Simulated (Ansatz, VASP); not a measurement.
## One calculation of Zr2Mo, two programs

```
Zr Mo
1.0
     4.70469    0.00000    0.00000
    -2.35235    4.07438    0.00000
     0.00000    0.00000    3.12655
Zr Mo
2 1
Direct
  0.33333 0.66667 0.28342
  0.66667 0.33333 0.71658
  0.00000 0.00000 0.00000
```

Change from the starting cell: the structure that the rattled AlB2 type (P6/mmm, No. 191) fell into.

Alike in both runs: task relaxation of cell and atoms; functional PBE; k mesh 12 × 12 × 14; occupations gaussian, width 0.1 eV; no spin polarisation.

|  | VASP | Ansatz |
| --- | --- | --- |
| version | VASP 6.6.1 | Ansatz 0.2.0 |
| potentials or method | VASP PAW PBE potentials, release 64 (Zr_sv, Mo_sv), cutoff 600 eV | scalar-relativistic, plane waves, PAW |
| valence electrons in the cell | 38 | 38 |

```csv
,VASP,Ansatz,Ansatz less VASP
"gap on the k mesh at the Fermi level, each at its own relaxed structure (eV)",none,none,-
relaxed volume (Å³/atom),20.02,20.00,-0.018
relaxed length of the cell vector where the two differ most in proportion (Å),4.708,4.706,-0.0021
```

A gap of «none» marks a metal or a gap that the smearing closes.
